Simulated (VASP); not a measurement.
# BaS in VASP: settings compared, part 2 of 2

VASP 6.6.1. The steps go on from the part before.

## (4) Single point, PBE (biaxial xy strain -2.3%)

INCAR

```
SYSTEM = BaS
PREC = Accurate
ENCUT = 520
EDIFF = 1E-6
ISMEAR = -1
SIGMA = 0.02
LREAL = .False.
LASPH = .True.
NELM = 100
ALGO = Normal
ISIF = 2
LWAVE = .False.
LCHARG = .False.
GGA = PE
NBANDS = 15
```

KPOINTS

```
Automatic mesh
0
Gamma
  8 8 8
  0 0 0
```

POSCAR

```
BaS
1.0
    0.0000000000      3.1382457478      3.2117958733
    3.1382457478      0.0000000000      3.2117958733
    3.1382457478      3.1382457478      0.0000000000
Ba S
1 1
Direct
    0.0000000000      0.0000000000      0.0000000000
    0.5000000000      0.5000000000      0.5000000000
```

Potentials or basis: VASP PAW PBE potentials, release 64 (Ba_sv, S).

Command:

```sh
cat potpaw_PBE.64/Ba_sv/POTCAR potpaw_PBE.64/S/POTCAR > POTCAR
mpirun -np 1 vasp_std > vasp.out
```

OUTCAR:

```text
SYSTEM = BaS
   PREC = Accurate
   ENCUT = 520
   EDIFF = 1E-6
   ISMEAR = -1
   LREAL = .False.
   LASPH = .True.
   NELM = 100
   ISIF = 2
   GGA = PE

 ion  position               nearest neighbor table
   1  0.000  0.000  0.000-   2 3.14   2 3.14   2 3.14   2 3.14   2 3.21   2 3.21
   2  0.500  0.500  0.500-   1 3.14   1 3.14   1 3.14   1 3.14   1 3.21   1 3.21

  LATTYP: Found a body centered tetragonal cell.
 ALAT       =     4.4381496986
 C/A-ratio  =     1.4473580620

  Lattice vectors:

 A1 = (  -3.1382457478,   0.0000000000,   3.2117958733)
 A2 = (   3.1382457478,   0.0000000000,   3.2117958733)
 A3 = (   0.0000000000,   3.1382457478,  -3.2117958733)

Analysis of symmetry for initial positions (statically):
=====================================================================
 Subroutine PRICEL returns:
 Original cell was already a primitive cell.

 Routine SETGRP: Setting up the symmetry group for a
 body centered tetragonal supercell.

 Subroutine GETGRP returns: Found 16 space group operations
 (whereof 16 operations were pure point group operations)
 out of a pool of 16 trial point group operations.

The static configuration has the point symmetry D_4h.

Analysis of symmetry for dynamics (positions and initial velocities):
=====================================================================
 Subroutine PRICEL returns:
 Original cell was already a primitive cell.

 Routine SETGRP: Setting up the symmetry group for a
 body centered tetragonal supercell.

 Subroutine GETGRP returns: Found 16 space group operations
 (whereof 16 operations were pure point group operations)
 out of a pool of 16 trial point group operations.

The dynamic configuration has the point symmetry D_4h.

 Subroutine INISYM returns: Found 16 space group operations
 (whereof 16 operations are pure point group operations),
 and found     1 'primitive' translations

----------------------------------------------------------------------------------------

                                     Primitive cell

  volume of cell :      63.2633

  direct lattice vectors                    reciprocal lattice vectors
     0.000000000  3.138245748  3.211795873    -0.159324680  0.159324680  0.155676145
     3.138245748  0.000000000  3.211795873     0.159324680 -0.159324680  0.155676145
     3.138245748  3.138245748  0.000000000     0.159324680  0.159324680 -0.155676145

  length of vectors
     4.490458674  4.490458674  4.438149699     0.273868161  0.273868161  0.273868161

  position of ions in fractional coordinates (direct lattice)
     0.000000000  0.000000000  0.000000000
     0.500000000  0.500000000  0.500000000

  ion indices of the primitive-cell ions
   primitive index   ion index
                 1           1
                 2           2

----------------------------------------------------------------------------------------

 KPOINTS: Automatic mesh

Automatic generation of k-mesh.
 Grid dimensions read from file:
 generate k-points for:    8    8    8

 Generating k-lattice:

  Cartesian coordinates                     Fractional coordinates (reciprocal lattice)
    -0.019915585  0.019915585  0.019459518     0.125000000  0.000000000  0.000000000
[... 41 lines left out ...]
   k-points           NKPTS =     59   k-points in BZ     NKDIM =     59   number of bands    NBANDS=     15
   number of dos      NEDOS =    301   number of ions     NIONS =      2
   total plane-waves  NPLWV =  46656
   dimension x,y,z NGX =    36 NGY =   36 NGZ =   36
   dimension x,y,z NGXF=    72 NGYF=   72 NGZF=   72
   ions per type =               1   1
   NGX,Y,Z   is equivalent  to a cutoff of  13.33, 13.33, 13.49 a.u.
   NGXF,Y,Z  is equivalent  to a cutoff of  26.66, 26.66, 26.97 a.u.
 SYSTEM =  BaS
   PREC   = accura    normal or accurate (medium, high low for compatibility)
   ISTART =      0    job   : 0-new  1-cont  2-samecut
   ICHARG =      2    charge: 1-file 2-atom 10-const
   ISPIN  =      1    spin polarized calculation?
   LNONCOLLINEAR =      F non collinear calculations
   LSORBIT =      F    spin-orbit coupling
   LASPH  =      T    aspherical Exc in radial PAW
   ENCUT  =  520.0 eV  38.22 Ry    6.18 a.u.   8.35  8.35  8.25*2*pi/ulx,y,z
   NELM   =    100;   NELMIN=  2; NELMDL= -5     # of ELM steps
   EDIFF  = 0.1E-05   stopping-criterion for ELM
   LREAL  =      F    real-space projection
   EDIFFG = 0.1E-04   stopping-criterion for IOM
   NSW    =      0    number of steps for IOM
   IBRION =     -1    ionic relax: 0-MD 1-quasi-New 2-CG
   NFREE  =      0    steps in history (QN), initial steepest desc. (CG)
   ISIF   =      2    stress and relaxation
   ISYM   =      2    0-nonsym 1-usesym 2-fastsym
   POTIM  = 0.5000    time-step for ionic-motion
   TEBEG  =    0.0;   TEEND  =   0.0 temperature during run
   PSTRESS=    0.0 pullay stress
   NELECT =      16.0000    total number of electrons
   NUPDOWN=      -1.0000    fix difference up-down
   EMIN   =  10.00;   EMAX   =-10.00  energy-range for DOS
   EFERMI =   0.00;   METHOD = LEGACY
   ISMEAR =    -1;   SIGMA  =   0.02  broadening in eV -4-tet -1-fermi 0-gaus
   EFERMI_NEDOS =   21; number of points for ismear=-14 and -15
   IALGO  =     38    algorithm
   IMIX   =      4    mixing-type and parameters
     AMIX     =   0.40;   BMIX     =  1.00
     AMIX_MAG =   1.60;   BMIX_MAG =  1.00
  volume/ion in A,a.u.               =      31.63       213.46
  Fermi-wavevector in a.u.,A,eV,Ry     =   1.035295  1.956424 14.583217  1.071836
  Thomas-Fermi vector in A             =   2.169632
   LORBIT       =      0    0 simple, 1 ext, 2 COOP (PROOUT), +10 PAW based schemes
   GGA     = PE    functional components
   LHFCALC =     F    Hartree Fock is set to
   AEXX    =    0.0000 exact exchange contribution
   IVDW    =     0    specifies the selected vdW correction
   LEPSILON=     F    determine dielectric tensor
   LRPA    =     F    only Hartree local field effects (RPA)
 non-spin polarized calculation
  energy-cutoff  :      520.00
  volume of cell :       63.26
 maximum number of plane-waves:      1727
 NGX is ok and might be reduce to    36
   NGX = 17   NGY = 17   NGZ = 17

 number of electron      15.9999999 magnetization

 Free energy of the ion-electron system (eV)
  ---------------------------------------------------
  ext. energy  EPLUGINS =         0.00000000
  ---------------------------------------------------
  free energy    TOTEN  =       -10.15205340 eV

  energy without entropy =      -10.15205340  energy(sigma->0) =      -10.15205340

 E-fermi :   2.0441     XC(G=0):  -8.7480

 val. band max:        1.6384945363   @ k =   0.0000   0.0000   0.0000
 cond. band min:       3.6605095167   @ k =   0.5000   0.0000   0.5000
 fundamental gap:      2.0220149803
 Fermi energy:         2.0441114207

 k-point     1 :       0.0000    0.0000    0.0000
  band No.  band energies     occupation
      1     -24.3718      2.00000
      2      -9.4252      2.00000
      3      -9.4252      2.00000
      4      -9.4229      2.00000
      5      -8.7977      2.00000
      6       1.5566      2.00000
      7       1.6385      2.00000
      8       1.6385      2.00000
      9       5.3241      0.00000
     10       5.3695      0.00000
     11       5.5377      0.00000
     12       5.5377      0.00000
     13       6.4054      0.00000
     14       6.5060      0.00000
[... 401 lines left out ...]
      2     -10.4591      2.00000
      3      -9.5042      2.00000
      4      -9.4887      2.00000
      5      -7.7165      2.00000
      6       0.0332      2.00000
      7       0.7334      2.00000
      8       0.8915      2.00000
      9       5.4614      0.00000
     10       7.4449      0.00000
     11       7.5381      0.00000
     12       7.6891      0.00000
     13       8.4088      0.00000
     14       9.9893      0.00000
     15      11.9972      0.00000

 [... further k-points ...]

------------------------ aborting loop because EDIFF is reached ----------------------------------------

  FORCE on cell =-STRESS in cart. coord.  units (eV):
  Direction    XX          YY          ZZ          XY          YZ          ZX
  --------------------------------------------------------------------------------------
  -------------------------------------------------------------------------------------
  Total        1.4803172      1.4803172      0.5840385      0.0000000      0.0000000     -0.0000000
  in kB       37.4898369     37.4898369     14.7910928      0.0000000      0.0000000     -0.0000000
  external PRESSURE =      29.9235889 kB  Pullay stress =       0.0000000 kB

 VOLUME and BASIS-vectors are now :
 -----------------------------------------------------------------------------
  energy-cutoff  :      520.00
  volume of cell :       63.26
      direct lattice vectors                 reciprocal lattice vectors
     0.000000000  3.138245748  3.211795873    -0.159324680  0.159324680  0.155676145
     3.138245748  0.000000000  3.211795873     0.159324680 -0.159324680  0.155676145
     3.138245748  3.138245748  0.000000000     0.159324680  0.159324680 -0.155676145

 POSITION                                       TOTAL-FORCE (eV/Angst)
 -----------------------------------------------------------------------------------
      0.00000      0.00000      0.00000         0.000000      0.000000      0.000000
      3.13825      3.13825      3.21180        -0.000000     -0.000000     -0.000000
 -----------------------------------------------------------------------------------
    total drift:                                0.000000      0.000000      0.000000

  FREE ENERGIE OF THE ION-ELECTRON SYSTEM (eV)
  ---------------------------------------------------
  free  energy   TOTEN  =       -10.1520533999 eV

  energy  without entropy=      -10.1520533999  energy(sigma->0) =      -10.15205340
```

stdout:

```text
POSCAR found type information on POSCAR BaS
 POSCAR found :  2 types and       2 ions
 scaLAPACK will be used
 LDA part: xc-table for (Slater+PW92), standard interpolation
 POSCAR, INCAR and KPOINTS ok, starting setup
 FFT: planning ... GRIDC
 FFT: planning ... GRID_SOFT
 FFT: planning ... GRID
 WAVECAR not read
 entering main loop
```

Wall time 1.7 min (1 thread of Intel Xeon 8259CL, shared host); peak memory 0.23 GiB.

Results:

| Property | Result |
| --- | --- |
| Free energy | -10.1521 eV |
| Pressure | 3.0 GPa |
| Band gap on the k mesh | 2.02 eV (least direct gap 2.14 eV) |

Stress tensor (GPa, compression positive):
```
3.75 0.00 0.00
0.00 3.75 0.00
0.00 0.00 1.48
```

Levels at points of the mesh, in eV from the valence-band top:
```csv
k point,band 6,band 7,band 8,band 9,band 10,band 11
"(0.00, 0.00, 0.00)",-0.08,0.00,0.00,3.69,3.73,3.90
"(0.50, 0.00, 0.00)",-2.03,-1.18,-1.17,5.61,5.75,6.37
"(0.50, 0.50, 0.00)",-0.60,-0.11,-0.11,2.04,5.95,6.18
"(0.50, 0.00, 0.50)",-0.47,-0.21,-0.11,2.02,5.93,6.26
```

Caveat: the cell differs from its parent crystal (biaxial xy strain -2.3%); spin-orbit coupling is left out, which moves the levels of the heavy elements.

## (5) Overview

| level | cell | smearing | gap on the mesh (eV) | pressure (GPa) |
| --- | --- | --- | --- | --- |
| PBE | a = 4.658 Å, angles 60.0°, 2 atoms | fermi-dirac 0.02 eV | 2.24 | -2.2 |
| r2SCAN | a = 4.658 Å, angles 60.0°, 2 atoms | gaussian 0.01 eV | 2.59 | -2.4 |
| PBE | a = 4.490, b = 4.490, c = 4.438 Å, angles 60.4, 60.4, 59.2°, 2 atoms | fermi-dirac 0.02 eV | 2.02 | 3.0 |

Alike in all rows: task single point; potentials or basis VASP PAW PBE potentials, release 64 (Ba_sv, S); no spin polarisation; k mesh 8 × 8 × 8; cutoff (eV) 520.

Caveats: spin-orbit coupling is left out, which moves the levels of the heavy elements; the PAW data sets were made with another functional, which shifts forces and pressure a little (at least some runs).

Total energies depend on the potentials used, so only differences within one code and one set of settings carry meaning.
